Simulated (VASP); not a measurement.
# Ta in VASP: a series of runs, part 2 of 2

VASP 6.6.1. The steps go on from the part before.

### 3 Single point, PBE

INCAR

```
ALGO = Normal
DIPOL = 0.5 0.5 0.500
EDIFF = 1E-6
EFIELD = -0.2
ENCUT = 400
GGA = PE
GGA_COMPAT = F
IDIPOL = 3
ISIF = 2
ISMEAR = -1
LASPH = T
LCHARG = F
LDIPOL = T
LREAL = F
LWAVE = F
NBANDS = 24
NELM = 120
NELMDL = -8
PREC = Accurate
SIGMA = 0.1
```

KPOINTS

```
k-points
0
Gamma
  13 13 1
```

POSCAR

```
Ta
1.0
    2.8752873597      0.0000000000      0.0000000000
   -0.9584291199      2.7108469199      0.0000000000
    0.0000000000      0.0000000000     20.6953000000
Ta
3
Direct
    0.0000000000      0.0000000000      0.3903954831
    0.5000000000      0.5000000000      0.4999999909
    0.0000000000      0.0000000000      0.6096045260
```

Potentials or basis: VASP PAW PBE potentials, release 64 (Ta_pv).

Started as:

```bash
> cat potpaw_PBE.64/Ta_pv/POTCAR > POTCAR
> mpirun -np 1 vasp_std > vasp.out
```

OUTCAR:

```text
EDIFF = 1E-6
   ENCUT = 400
   GGA = PE
   ISIF = 2
   ISMEAR = -1
   LASPH = T
   LREAL = F
   NELM = 120
   NELMDL = -8
   PREC = Accurate

 ion  position               nearest neighbor table
   1  0.000  0.000  0.390-   2 2.81   2 2.81   2 3.26   2 3.26
   2  0.500  0.500  0.500-   1 2.81   1 2.81   3 2.81   3 2.81   1 3.26   1 3.26   3 3.26   3 3.26

   3  0.000  0.000  0.610-   2 2.81   2 2.81   2 3.26   2 3.26

  LATTYP: Found a base centered orthorhombic cell.
 ALAT       =     3.3200958623
 B/A-ratio  =     1.4142135624
 C/A-ratio  =     6.2333441137

  Lattice vectors:

 A1 = (   2.8752873597,   0.0000000000,   0.0000000000)
 A2 = (  -0.9584291199,   2.7108469199,   0.0000000000)
 A3 = (   0.0000000000,   0.0000000000,  20.6953000000)

Analysis of symmetry for initial positions (statically):
=====================================================================
 Subroutine PRICEL returns:
 Original cell was already a primitive cell.

 Routine SETGRP: Setting up the symmetry group for a
 base centered orthorhombic supercell.

 Subroutine GETGRP returns: Found  8 space group operations
 (whereof  8 operations were pure point group operations)
 out of a pool of  8 trial point group operations.

The static configuration has the point symmetry D_2h.

Analysis of symmetry for dynamics (positions and initial velocities):
=====================================================================
 An external electric field (EFIELD) may reduce the allowed symmetry operations
 Subroutine PRICEL returns:
 Original cell was already a primitive cell.

 Routine SETGRP: Setting up the symmetry group for a
 base centered orthorhombic supercell.

 Subroutine GETGRP returns: Found  4 space group operations
 (whereof  4 operations were pure point group operations)
 out of a pool of  8 trial point group operations.

The dynamic configuration has the point symmetry C_2v.

 Subroutine INISYM returns: Found  4 space group operations
 (whereof  4 operations are pure point group operations),
 and found     1 'primitive' translations

----------------------------------------------------------------------------------------

                                     Primitive cell

  volume of cell :     161.3088

  direct lattice vectors                    reciprocal lattice vectors
     2.875287360  0.000000000  0.000000000     0.347791325  0.122962802  0.000000000
    -0.958429120  2.710846920  0.000000000     0.000000000  0.368888406  0.000000000
     0.000000000  0.000000000 20.695300000     0.000000000  0.000000000  0.048320150

  length of vectors
     2.875287360  2.875287360 20.695300000     0.368888406  0.368888406  0.048320150

  position of ions in fractional coordinates (direct lattice)
     0.000000000  0.000000000  0.390395483
     0.500000000  0.500000000  0.499999991
     0.000000000  0.000000000  0.609604526

  ion indices of the primitive-cell ions
   primitive index   ion index
                 1           1
                 2           2
                 3           3

----------------------------------------------------------------------------------------

 KPOINTS: k-points

Automatic generation of k-mesh.
[... 25 lines left out ...]
  0.153846 -0.000000  0.000000      4.000000
  0.230769 -0.000000  0.000000      4.000000
  0.307692 -0.000000  0.000000      4.000000
  0.384615 -0.000000  0.000000      4.000000
[... 16 lines left out ...]
  0.384615  0.153846  0.000000      4.000000
  0.461538  0.153846  0.000000      4.000000
 [... further k-points ...]
   k-points           NKPTS =     49   k-points in BZ     NKDIM =     49   number of bands    NBANDS=     24
   number of dos      NEDOS =    301   number of ions     NIONS =      3
   total plane-waves  NPLWV =  56000
   dimension x,y,z NGX =    20 NGY =   20 NGZ =  140
   dimension x,y,z NGXF=    40 NGYF=   40 NGZF=  280
   ions per type =               3
   NGX,Y,Z   is equivalent  to a cutoff of  11.56, 11.56, 11.25 a.u.
   NGXF,Y,Z  is equivalent  to a cutoff of  23.13, 23.13, 22.49 a.u.
 SYSTEM =  unknown system
   PREC   = accura    normal or accurate (medium, high low for compatibility)
   ISTART =      0    job   : 0-new  1-cont  2-samecut
   ICHARG =      2    charge: 1-file 2-atom 10-const
   ISPIN  =      1    spin polarized calculation?
   LNONCOLLINEAR =      F non collinear calculations
   LSORBIT =      F    spin-orbit coupling
   LASPH  =      T    aspherical Exc in radial PAW
   ENCUT  =  400.0 eV  29.40 Ry    5.42 a.u.   4.69  4.69 33.75*2*pi/ulx,y,z
   NELM   =    120;   NELMIN=  2; NELMDL= -8     # of ELM steps
   EDIFF  = 0.1E-05   stopping-criterion for ELM
   LREAL  =      F    real-space projection
   EDIFFG = 0.1E-04   stopping-criterion for IOM
   NSW    =      0    number of steps for IOM
   IBRION =     -1    ionic relax: 0-MD 1-quasi-New 2-CG
   NFREE  =      0    steps in history (QN), initial steepest desc. (CG)
   ISIF   =      2    stress and relaxation
   ISYM   =      2    0-nonsym 1-usesym 2-fastsym
   POTIM  = 0.5000    time-step for ionic-motion
   TEBEG  =    0.0;   TEEND  =   0.0 temperature during run
   PSTRESS=    0.0 pullay stress
   NELECT =      33.0000    total number of electrons
   NUPDOWN=      -1.0000    fix difference up-down
   EMIN   =  10.00;   EMAX   =-10.00  energy-range for DOS
   EFERMI =   0.00;   METHOD = LEGACY
   ISMEAR =    -1;   SIGMA  =   0.10  broadening in eV -4-tet -1-fermi 0-gaus
   EFERMI_NEDOS =   21; number of points for ismear=-14 and -15
   IALGO  =     38    algorithm
   IMIX   =      4    mixing-type and parameters
     AMIX     =   0.40;   BMIX     =  1.00
     AMIX_MAG =   1.60;   BMIX_MAG =  1.00
  volume/ion in A,a.u.               =      53.77       362.86
  Fermi-wavevector in a.u.,A,eV,Ry     =   0.964629  1.822884 12.660336  0.930508
  Thomas-Fermi vector in A             =   2.094276
   LORBIT       =      0    0 simple, 1 ext, 2 COOP (PROOUT), +10 PAW based schemes
   GGA     = PE    functional components
   LHFCALC =     F    Hartree Fock is set to
   AEXX    =    0.0000 exact exchange contribution
   IVDW    =     0    specifies the selected vdW correction
   LEPSILON=     F    determine dielectric tensor
   LRPA    =     F    only Hartree local field effects (RPA)
 non-spin polarized calculation
  energy-cutoff  :      400.00
  volume of cell :      161.31
 maximum number of plane-waves:      2965
   NGX =  9   NGY =  9   NGZ = 67

 dipolmoment           0.000000      0.000000      0.282057 electrons x Angstroem

 number of electron      33.0000009 magnetization

 dipolmoment           0.000000      0.000000     -0.075618 electrons x Angstroem

 Free energy of the ion-electron system (eV)
  ---------------------------------------------------
  ext. energy  EPLUGINS =         0.00000000
  ---------------------------------------------------
  free energy    TOTEN  =       -33.20595518 eV

  energy without entropy =      -33.07675264  energy(sigma->0) =      -33.14135391

 E-fermi :  -1.0972     XC(G=0):  -5.2620

 val. band max:       -1.1033943434   @ k =  -0.1538   0.1538   0.0000
 cond. band min:      -1.0942142127   @ k =   0.1538  -0.0000   0.0000
 fundamental gap:      0.0091801307
 Fermi energy:        -1.0971822488

 k-point     1 :       0.0000    0.0000    0.0000
  band No.  band energies     occupation
      1     -35.6118      2.00000
      2     -35.3207      2.00000
      3     -34.8770      2.00000
      4     -34.8080      2.00000
      5     -34.6185      2.00000
      6     -34.6171      2.00000
[... 637 lines left out ...]
     23       3.2492      0.00000
     24       3.8174      0.00000

 [... further k-points ...]

------------------------ aborting loop because EDIFF is reached ----------------------------------------

 vacuum level on the upper side and lower side of the slab       (xc-potential included)         1.034        -1.333

  FORCE on cell =-STRESS in cart. coord.  units (eV):
  Direction    XX          YY          ZZ          XY          YZ          ZX
  --------------------------------------------------------------------------------------
  -------------------------------------------------------------------------------------
  Total       -3.2673407     -3.2023919     -0.0574650      0.0918515      0.0000000      0.0000000
  in kB      -32.4524157    -31.8073203     -0.5707629      0.9123027      0.0000000      0.0000000
  external PRESSURE =     -21.6101663 kB  Pullay stress =       0.0000000 kB

 VOLUME and BASIS-vectors are now :
 -----------------------------------------------------------------------------
  energy-cutoff  :      400.00
  volume of cell :      161.31
      direct lattice vectors                 reciprocal lattice vectors
     2.875287360  0.000000000  0.000000000     0.347791325  0.122962802  0.000000000
    -0.958429120  2.710846920  0.000000000     0.000000000  0.368888406  0.000000000
     0.000000000  0.000000000 20.695300000     0.000000000  0.000000000  0.048320150

 POSITION                                       TOTAL-FORCE (eV/Angst)
 -----------------------------------------------------------------------------------
      0.00000      0.00000      8.07935        -0.000000      0.000000     -0.005828
      0.95843      1.35542     10.34765         0.000000      0.000000      0.017734
      0.00000      0.00000     12.61595         0.000000      0.000000     -0.011905
 -----------------------------------------------------------------------------------
    total drift:                                0.000000      0.000000     -0.000122

  FREE ENERGIE OF THE ION-ELECTRON SYSTEM (eV)
  ---------------------------------------------------
  free  energy   TOTEN  =       -33.2059551801 eV

  energy  without entropy=      -33.0767526358  energy(sigma->0) =      -33.14135391

 vacuum level on the upper side and lower side of the slab         4.789         2.421
```

OSZICAR:

```text
N       E                     dE             d eps       ncg     rms          rms(c)
DAV:   1     0.193799687534E+03    0.19380E+03   -0.16752E+04  3120   0.955E+02
DAV:   2    -0.283688134199E+02   -0.22217E+03   -0.21372E+03  2840   0.282E+02
DAV:   3    -0.362039111284E+02   -0.78351E+01   -0.75078E+01  3176   0.494E+01
[... 22 lines left out ...]
DAV:  26    -0.332059389865E+02   -0.96951E-05   -0.12876E-06  2056   0.345E-03    0.808E-04
DAV:  27    -0.332059482488E+02   -0.92623E-05   -0.49157E-07  2032   0.336E-03    0.598E-04
DAV:  28    -0.332059531235E+02   -0.48747E-05   -0.20481E-07  1784   0.122E-03    0.649E-04
DAV:  29    -0.332059543126E+02   -0.11891E-05   -0.61348E-08  1640   0.150E-03    0.292E-04
DAV:  30    -0.332059551801E+02   -0.86755E-06   -0.56686E-08  1704   0.618E-04
   1 F= -.33205955E+02 E0= -.33141354E+02  d E =-.129203E+00
```

stdout:

```text
POSCAR found type information on POSCAR Ta
 POSCAR found :  1 types and       3 ions
 scaLAPACK will be used
 LDA part: xc-table for (Slater+PW92), standard interpolation
 POSCAR, INCAR and KPOINTS ok, starting setup
 FFT: planning ... GRIDC
 FFT: planning ... GRID_SOFT
 FFT: planning ... GRID
 WAVECAR not read
 entering main loop
```

Run time: 4.9 min. Hardware: 1 thread of AMD EPYC 9R45 (Zen 5), shared host; peak memory 0.23 GiB.

Results:

| Quantity | Value |
| --- | --- |
| Free energy | -33.2060 eV |
| Largest force | 0.018 eV/Å |

Forces in eV/Å, atoms in the order of the input:
```
Ta   0.000  0.000 -0.006
Ta   0.000  0.000  0.018
Ta   0.000  0.000 -0.012
```

Levels at points of the mesh, in eV from the Fermi level:
```tsv
k point	band 14	band 15	band 16	band 17	band 18	band 19
(0.00, 0.00, 0.00)	-0.76	-0.43	-0.29	0.27	0.57	1.01
```

Caveat: spin-orbit coupling is left out, which moves the levels of the heavy elements.
